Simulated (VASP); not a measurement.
Input of a VASP 6.6.1 run:

Contents of INCAR:

```
SYSTEM = HfO2
PREC = Accurate ; ENCUT = 520
EDIFF = 1E-6 ; ISMEAR = 0
SIGMA = 0.1 ; LREAL = .False.
LASPH = .True. ; NELM = 60
ALGO = Normal ; ISIF = 2
LWAVE = .False. ; LCHARG = .True.
GGA = PE ; LELF = .True.
LVHAR = .True. ; NBANDS = 56
```

The input KPOINTS:

```
regular mesh
0
Gamma
  4 4 2
  0 0 0
```

Contents of POSCAR:

```
HfO2
1.0
   -4.0185884000      0.0000000000      0.0000000000
    2.0092942000      2.0092942000     -5.3227094000
    0.0000000000     -8.0371768000      0.0000000000
Hf O
4 8
Direct
    0.0000000000      0.0000000000      0.0000000000
    1.0000000000      0.0000000000      0.5000000000
    0.7500000000      0.5000000000      0.6250000000
    0.7500000000      0.5000000000      0.1250000000
    0.2017100000      0.4034200000      0.6008550000
    0.2017100000      0.4034200000      0.1008550000
    0.5482900000      0.0965800000      0.5241450000
    0.5482900000      0.0965800000      0.0241450000
    0.9517100000      0.9034200000      0.7258550000
    0.9517100000      0.9034200000      0.2258550000
    0.7982900000      0.5965800000      0.8991450000
    0.7982900000      0.5965800000      0.3991450000
```

Potentials or basis: VASP PAW PBE potentials, release 64 (Hf_pv, O).

The run is started by

```bash
$ cat potpaw_PBE.64/Hf_pv/POTCAR potpaw_PBE.64/O/POTCAR > POTCAR
$ mpirun -np 1 vasp_std > vasp.out
```

Question: Estimate the pressure.

Answer: -2.4 GPa.

Question: Estimate the largest force.

Answer: 0.052 eV/Å.

Question: Estimate the band gap on the k mesh.

Answer: 4.42 eV.

Forces on the atoms (eV/Å):
```
Hf   0.000  0.000  0.000
Hf   0.000  0.000  0.000
Hf   0.000  0.000  0.000
Hf   0.000  0.000  0.000
O    0.000  0.000  0.052
O    0.000  0.000  0.052
O    0.000  0.000 -0.052
O    0.000  0.000 -0.052
O    0.000  0.000  0.052
O    0.000  0.000  0.052
O    0.000  0.000 -0.052
O    0.000  0.000 -0.052
```

Caveat: spin-orbit coupling is left out, which moves the levels of the heavy elements. A k mesh can miss the band edges.
